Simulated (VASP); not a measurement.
# BaF2 (Fm-3m) in VASP: settings compared, part 2 of 2

VASP 6.6.1. Earlier steps stand in the parts before.

### 5 Single point, r2SCAN

This run uses another cell than the first one, of 20.31 Å³/atom.

The input, POSCAR:

```
BaF2
1.0
    0.0000000000      3.1230009549      3.1230009549
    3.1230009549      0.0000000000      3.1230009549
    3.1230009549      3.1230009549      0.0000000000
Ba F
1 2
Direct
    0.0000000000      0.0000000000      0.0000000000
    0.2500000000      0.2500000000      0.2500000000
    0.7500000000      0.7500000000      0.7500000000
```

The input, INCAR.step1:

```
SYSTEM = BaF2
ALGO = Normal
EDIFF = 1E-5
ENCUT = 660
GGA = PE
GGA_COMPAT = .FALSE.
ISMEAR = 0
LASPH = .TRUE.
LCHARG = .FALSE.
LREAL = .FALSE.
LWAVE = .TRUE.
NBANDS = 19
NELM = 120
PREC = Accurate
SIGMA = 0.02
```

The input, INCAR.step2:

```
SYSTEM = BaF2
ALGO = Normal
EDIFF = 1E-6
ENCUT = 660
GGA_COMPAT = .FALSE.
ISIF = 2
ISMEAR = 0
ISTART = 1
LASPH = .TRUE.
LCHARG = .FALSE.
LMIXTAU = .TRUE.
LREAL = .FALSE.
LWAVE = .FALSE.
METAGGA = R2SCAN
NBANDS = 19
NELM = 120
PREC = Accurate
SIGMA = 0.02
```

The input, KPOINTS:

```
k-points
0
G
  6 6 6
  0 0 0
```

Potentials or basis: VASP PAW PBE potentials, release 64 (Ba_sv, F).

Run with:

```
cat potpaw_PBE.64/Ba_sv/POTCAR potpaw_PBE.64/F/POTCAR > POTCAR
cp INCAR.step1 INCAR
mpirun -np 1 vasp_std > vasp.out
cp INCAR.step2 INCAR
mpirun -np 1 vasp_std > vasp.out
```

OUTCAR:

```text
SYSTEM = BaF2
   EDIFF = 1E-6
   ENCUT = 660
   ISIF = 2
   ISMEAR = 0
   ISTART = 1
   LASPH = .TRUE.
   LREAL = .FALSE.
   METAGGA = R2SCAN
   NELM = 120
   PREC = Accurate

 ion  position               nearest neighbor table
   1  0.000  0.000  0.000-   3 2.70   3 2.70   3 2.70   2 2.70   3 2.70   2 2.70   2 2.70   2 2.70

   2  0.250  0.250  0.250-   1 2.70   1 2.70   1 2.70   1 2.70
   3  0.750  0.750  0.750-   1 2.70   1 2.70   1 2.70   1 2.70

  LATTYP: Found a face centered cubic cell.
 ALAT       =     6.2460019098

  Lattice vectors:

 A1 = (   0.0000000000,   3.1230009549,   3.1230009549)
 A2 = (   3.1230009549,   0.0000000000,   3.1230009549)
 A3 = (   3.1230009549,   3.1230009549,   0.0000000000)

Analysis of symmetry for initial positions (statically):
=====================================================================
 Subroutine PRICEL returns:
 Original cell was already a primitive cell.

 Routine SETGRP: Setting up the symmetry group for a
 face centered cubic supercell.

 Subroutine GETGRP returns: Found 48 space group operations
 (whereof 48 operations were pure point group operations)
[... 155 lines left out ...]

  energy without entropy =      -45.07145286  energy(sigma->0) =      -45.07145286

 E-fermi :  -2.5418     XC(G=0):  -9.1313

 val. band max:       -2.6915327032   @ k =  -0.1667   0.1667   0.0000
 cond. band min:       4.5601073005   @ k =   0.0000   0.0000   0.0000
 fundamental gap:      7.2516400037
 Fermi energy:        -2.5418031380

 k-point     1 :       0.0000    0.0000    0.0000
  band No.  band energies     occupation
      1     -26.3733      2.00000
      2     -22.7323      2.00000
      3     -22.6369      2.00000
      4     -10.7598      2.00000
      5     -10.7598      2.00000
      6     -10.7598      2.00000
[... 329 lines left out ...]
      6     -10.7455      2.00000
[... 11 lines left out ...]
     18      12.4223      0.00000
     19      12.7442      0.00000

------------------------ aborting loop because EDIFF is reached ----------------------------------------

  FORCE on cell =-STRESS in cart. coord.  units (eV):
  Direction    XX          YY          ZZ          XY          YZ          ZX
  --------------------------------------------------------------------------------------
  -------------------------------------------------------------------------------------
  Total       -0.2428592     -0.2428592     -0.2428592      0.0000000     -0.0000000     -0.0000000
  in kB       -6.3873215     -6.3873215     -6.3873215      0.0000000     -0.0000000     -0.0000000
  external PRESSURE =      -6.3873215 kB  Pullay stress =       0.0000000 kB

 VOLUME and BASIS-vectors are now :
 -----------------------------------------------------------------------------
  energy-cutoff  :      660.00
  volume of cell :       60.92
      direct lattice vectors                 reciprocal lattice vectors
     0.000000000  3.123000955  3.123000955    -0.160102417  0.160102417  0.160102417
     3.123000955  0.000000000  3.123000955     0.160102417 -0.160102417  0.160102417
     3.123000955  3.123000955  0.000000000     0.160102417  0.160102417 -0.160102417

 POSITION                                       TOTAL-FORCE (eV/Angst)
 -----------------------------------------------------------------------------------
      0.00000      0.00000      0.00000         0.000000      0.000000     -0.000000
      1.56150      1.56150      1.56150        -0.000000     -0.000000      0.000000
      4.68450      4.68450      4.68450         0.000000      0.000000      0.000000
 -----------------------------------------------------------------------------------
    total drift:                                0.000000     -0.000000      0.000000

  FREE ENERGIE OF THE ION-ELECTRON SYSTEM (eV)
  ---------------------------------------------------
  free  energy   TOTEN  =       -45.0714528578 eV

  energy  without entropy=      -45.0714528578  energy(sigma->0) =      -45.07145286
```

OSZICAR.step1:

```text
N       E                     dE             d eps       ncg     rms          rms(c)
DAV:   1     0.170792615600E+03    0.17079E+03   -0.14555E+04   608   0.141E+03
DAV:   2    -0.976656063059E+01   -0.18056E+03   -0.17292E+03   783   0.282E+02
DAV:   3    -0.187270408993E+02   -0.89605E+01   -0.89268E+01   725   0.640E+01
DAV:   4    -0.189033292085E+02   -0.17629E+00   -0.17608E+00   775   0.833E+00
DAV:   5    -0.189070769617E+02   -0.37478E-02   -0.37476E-02   710   0.948E-01    0.846E+00
DAV:   6    -0.171155390695E+02    0.17915E+01   -0.76590E+00   632   0.210E+01    0.413E+00
DAV:   7    -0.171046893478E+02    0.10850E-01   -0.26926E-01   678   0.401E+00    0.214E+00
DAV:   8    -0.171216225151E+02   -0.16933E-01   -0.65638E-02   630   0.278E+00    0.296E-01
DAV:   9    -0.171281977877E+02   -0.65753E-02   -0.10355E-02   674   0.731E-01    0.141E-01
DAV:  10    -0.171313347566E+02   -0.31370E-02   -0.32619E-03   652   0.385E-01    0.369E-02
DAV:  11    -0.171313248202E+02    0.99364E-05   -0.13272E-04   706   0.911E-02    0.187E-02
DAV:  12    -0.171313500361E+02   -0.25216E-04   -0.43058E-05   614   0.475E-02    0.367E-03
DAV:  13    -0.171313504496E+02   -0.41348E-06   -0.43775E-07   559   0.534E-03
   1 F= -.17131350E+02 E0= -.17131350E+02  d E =-.367342E-48
```

Run time: 1.9 min. Hardware: 1 thread of Intel Xeon Platinum 8124M at 3.00GHz (Skylake/Cascade Lake), shared host; peak memory 0.26 GiB.

What came out:

* Free energy: -45.0715 eV
* Pressure: -0.6 GPa
* Band gap on the k mesh: 7.25 eV (least direct gap 7.31 eV)

Levels at points of the mesh, in eV from the valence-band top:
```csv
k point,band 8,band 9,band 10,band 11,band 12,band 13,band 14,band 15,band 16,band 17
"(0.00, 0.00, 0.00)",-1.40,-1.40,-0.06,-0.06,-0.06,7.25,9.83,9.83,12.09,12.09
"(0.50, 0.00, 0.00)",-1.01,-0.61,-0.34,-0.15,-0.15,9.77,9.77,9.81,10.04,12.30
"(0.50, 0.50, 0.00)",-0.32,-0.32,-0.32,-0.32,-0.10,7.66,9.74,11.26,12.67,12.67
```

Caveat: the PAW data sets were made with another functional, which shifts forces and pressure a little; spin-orbit coupling is left out, which moves the levels of the heavy elements.

### 6 Overview

| level | potentials or basis | spin | cell | cutoff (eV) | smearing | gap on the mesh (eV) | pressure (GPa) |
| --- | --- | --- | --- | --- | --- | --- | --- |
| PBE | VASP PAW PBE potentials, release 64 (Ba_sv, F) | non-collinear, zero start, SOC | a = 4.460 Å, angles 60.0°, 3 atoms | 600 | gaussian 0.02 eV | - | -0.7 |
| PBE | VASP PAW PBE potentials, release 64 (Ba_sv, F) | off | a = 4.384 Å, angles 60.0°, 3 atoms | 600 | gaussian 0.1 eV | 6.78 | 2.3 |
| LDA | VASP PAW LDA potentials, release 64 (Ba_sv, F) | off | a = 4.417 Å, angles 60.0°, 3 atoms | 600 | gaussian 0.02 eV | 6.31 | -4.6 |
| r2SCAN | VASP PAW PBE potentials, release 64 (Ba_sv, F) | off | a = 4.417 Å, angles 60.0°, 3 atoms | 660 | gaussian 0.02 eV | 7.25 | -0.6 |

Alike in all rows: task single point; k mesh 6 × 6 × 6.

Caveats: spin-orbit coupling is left out, which moves the levels of the heavy elements (at least some runs); the cell stands under tension (at least some runs); the PAW data sets were made with another functional, which shifts forces and pressure a little (at least some runs).

Absolute energies hang on the potentials; compare differences alone.
